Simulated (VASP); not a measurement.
## AlB2N3: relaxation of cell and atoms with PBE

The system is AlB2N3.

```xyz
6
Lattice="2.6151 0.0000 0.0000 0.0000 2.6151 0.0000 0.0000 0.0000 8.3673" Properties=species:S:1:pos:R:3 pbc="T T T"
Al    1.3075    1.3075    1.1999
B     0.0000    0.0000    7.4260
B     1.3075    1.3075    6.0014
N     0.0000    0.0000    5.8618
N     0.0000    0.0000    1.2845
N     1.3075    1.3075    7.5119
```

The cell was generated, and may not be a known phase.

* Program: VASP 6.6.1
* Task: relaxation of cell and atoms
* Functional: PBE
* Potentials or basis: VASP PAW PBE potentials, release 64 (Al, B, N)
* Cutoff: 600 eV
* k mesh: 14 × 14 × 4
* Occupations: gaussian, width 0.01 eV
* Spin: no spin polarisation
* Dipole correction: no
* Further INCAR settings: ALGO = Normal; EDIFF = 1e-07; IBRION = 2; EDIFFG = -0.01; NSW = 100; ISIF = 3

| Property | Result |
| --- | --- |
| Relaxed volume | 9.05 Å³/atom |
| Relaxed cell | a = 2.612 Å, b = 2.612 Å, c = 7.963 Å, α = 90.00°, β = 90.00°, γ = 90.00° |
| Space group after relaxing (to 0.1 Å) | P4mm (No. 99) |
| Energy gained by relaxing | 0.5 meV/atom |
| Ionic steps | 29 |
| Pressure after relaxing | 0.0 GPa |
| Largest force after relaxing | 0.008 eV/Å |
| Band gap on the k mesh | 0.22 eV (least direct gap 2.06 eV) |

Forces in eV/Å, atoms in the order of the input:
```
Al   0.000  0.000  0.003
B    0.000  0.000  0.001
B    0.000  0.000  0.005
N    0.000  0.000 -0.004
N    0.000  0.000 -0.008
N    0.000  0.000  0.005
```

The path:
```
step  energy change (eV)  largest force (eV/Å)  pressure (GPa)  volume (Å³)
   1              0.0000                0.0687           -0.34        57.22
   2             -0.0004                0.0360            0.13        57.05
   3             -0.0004                0.0300           -0.01        57.10
   4             -0.0005                0.0274           -0.03        57.08
   5             -0.0005                0.0175           -0.03        57.09
   6             -0.0005                0.0163           -0.01        57.07
   7             -0.0005                0.0363            0.03        57.03
   8             -0.0005                0.0350            0.02        57.02
   9             -0.0006                0.0314           -0.01        57.01
  10             -0.0006                0.0248           -0.07        56.97
  11             -0.0007                0.0312           -0.19        56.91
  12             -0.0007                0.0583           -0.44        56.77
  13             -0.0007                0.0471           -0.34        56.83
  14             -0.0007                0.0460           -0.33        56.82
  15             -0.0008                0.0451           -0.32        56.78
  16             -0.0009                0.0467           -0.29        56.70
  17             -0.0011                0.0498           -0.24        56.55
  18             -0.0014                0.0598           -0.12        56.25
  19             -0.0018                0.0833            0.14        55.64
  20             -0.0021                0.0637            0.06        55.48
  21             -0.0026                0.0364           -0.14        54.98
  22             -0.0026                0.0416           -0.20        54.84
  23             -0.0027                0.0285            0.03        54.64
  24             -0.0027                0.0228            0.01        54.66
  25             -0.0028                0.0216            0.01        54.60
  26             -0.0028                0.0405            0.01        54.44
  27             -0.0029                0.0276            0.00        54.39
  28             -0.0029                0.0110           -0.03        54.33
  29             -0.0029                0.0084           -0.01        54.32
```

Final structure:
```
Al B N
1.0
     2.61179    0.00000    0.00000
     0.00000    2.61179    0.00000
     0.00000    0.00000    7.96313
Al B N
1 2 3
Cartesian
  1.3059 1.3059 1.2345
  0.0000 0.0000 7.0585
  1.3059 1.3059 5.6291
  0.0000 0.0000 5.4884
  0.0000 2.6118 1.3197
  1.3059 1.3059 7.1407
```

Levels at points of the mesh, in eV from the valence-band top:
```
           k point  band 8  band 9  band 10  band 11  band 12  band 13  band 14  band 15  band 16
(0.00, 0.00, 0.00)   -2.47   -1.19    -1.19    -0.41    -0.41     2.88     4.16     5.35     6.97
(0.50, 0.00, 0.00)   -3.72   -1.34    -1.16    -0.64    -0.32     4.16     5.15     5.39     5.77
(0.50, 0.50, 0.00)   -5.54   -4.79    -4.79    -3.83    -1.84     0.22     2.84     5.48     8.60
(0.00, 0.00, 0.50)   -2.58   -1.20    -1.20    -0.41    -0.41     3.44     3.73     4.30     8.40
(0.50, 0.00, 0.50)   -3.84   -1.34    -0.99    -0.64    -0.32     4.46     5.15     5.41     5.77
(0.50, 0.50, 0.50)   -5.54   -4.77    -4.77    -3.80    -1.89     0.24     2.91     5.36     8.27
```

It took 37 min on 1 thread of Intel Xeon 8259CL (shared host), peak memory 0.29 GiB.

Caveat: semilocal functionals underestimate gaps, and a narrow one can read as zero. A k mesh can miss the band edges.
